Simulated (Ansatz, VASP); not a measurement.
**Two plane-wave programs on Ge**

```
Ge
1.0
     4.19750    0.00000    0.00000
    -2.09875    3.46204    0.00000
     0.00000    0.00000    6.59282
Ge
4
Direct
  0.33100 0.66200 0.99867
  0.66900 0.33800 0.49867
  0.33100 0.66200 0.37633
  0.66900 0.33800 0.87633
```

Change from the starting cell: uniaxial_x strain +5.0%.

Alike in both runs: task single point; functional PBE; k mesh 12 × 12 × 4; occupations fermi-dirac, width 0.02 eV; no spin polarisation.

|  | VASP | Ansatz |
| --- | --- | --- |
| version | VASP 6.6.1 | Ansatz 0.2.0 |
| potentials or method | VASP PAW PBE potentials, release 64 (Ge_d) | plane waves, PAW |
| plane-wave cutoff (eV) | 520 | 420 |
| valence electrons in the cell | 56 | 56 |

|  | VASP | Ansatz | Ansatz less VASP |
| --- | --- | --- | --- |
| pressure (GPa) | -0.2 | -0.1 | +0.02 |
| traceless stress, the component that is largest in VASP (GPa) | -3.13 | -3.13 | -0.002 |
| rms of the force components (eV/Å) | 0.016 | 0.016 | +0.0007 |

Atom by atom the forces differ by 0.001 eV/Å (rms over components).
